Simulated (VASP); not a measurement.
## WS2: single point with PBEsol

The system is WS2, a slab with vacuum.

```
CELL_PARAMETERS angstrom
3.14613 0.00000 0.00000
-1.57307 2.72463 0.00000
0.00000 0.00000 43.51860
ATOMIC_POSITIONS crystal
S 0.33333 0.66667 0.17234
S 0.33333 0.66667 0.24438
S 0.66667 0.33333 0.31816
S 0.66667 0.33333 0.39020
S 0.33333 0.66667 0.46398
S 0.33333 0.66667 0.53602
S 0.66667 0.33333 0.60980
S 0.66667 0.33333 0.68184
S 0.33333 0.66667 0.75562
S 0.33333 0.66667 0.82766
W 0.66667 0.33333 0.20836
W 0.33333 0.66667 0.35418
W 0.66667 0.33333 0.50000
W 0.33333 0.66667 0.64582
W 0.66667 0.33333 0.79164
```

```json
{
 "Program": "VASP 6.6.1",
 "Task": "single point",
 "Functional": "PBEsol",
 "Potentials or basis": "VASP PAW PBE potentials, release 64 (S, W_sv)",
 "Cutoff": "520 eV",
 "k mesh": "9 × 9 × 1",
 "Occupations": "gaussian, width 0.05 eV",
 "Spin": "no spin polarisation",
 "Dipole correction": "yes",
 "Further INCAR settings": "LREAL = Auto; ALGO = Normal; EDIFF = 1e-06; NBANDS = 78"
}
```

```json
{"Largest force": "0.023 eV/Å", "Band gap on the k mesh": "1.31 eV, indirect (least direct gap 1.88 eV)"}
```

Forces in eV/Å, atoms in the order of the input:
```
S    0.000  0.000 -0.001
S    0.000  0.000  0.019
S    0.000  0.000 -0.023
S    0.000  0.000  0.018
S    0.000  0.000 -0.020
S    0.000  0.000  0.020
S    0.000  0.000 -0.018
S    0.000  0.000  0.023
S    0.000  0.000 -0.019
S    0.000  0.000  0.001
W    0.000  0.000 -0.021
W    0.000  0.000 -0.001
W    0.000  0.000  0.000
W    0.000  0.000  0.001
W    0.000  0.000  0.021
```

Levels at points of the mesh, in eV from the valence-band top:
| k point | band 61 | band 62 | band 63 | band 64 | band 65 | band 66 | band 67 | band 68 | band 69 | band 70 |
| --- | --- | --- | --- | --- | --- | --- | --- | --- | --- | --- |
| (0.00, 0.00, 0.00) | -0.96 | -0.66 | -0.36 | -0.14 | 0.00 | 2.51 | 2.51 | 2.51 | 2.51 | 2.51 |

It took 8 min on 1 thread of Intel(R) Xeon(R) 6975P-C (Granite Rapids), on a shared host, peak memory 0.53 GiB.

Caveat: the PAW data sets were made with another functional, which shifts forces and pressure a little; spin-orbit coupling is left out, which moves the levels of the heavy elements.
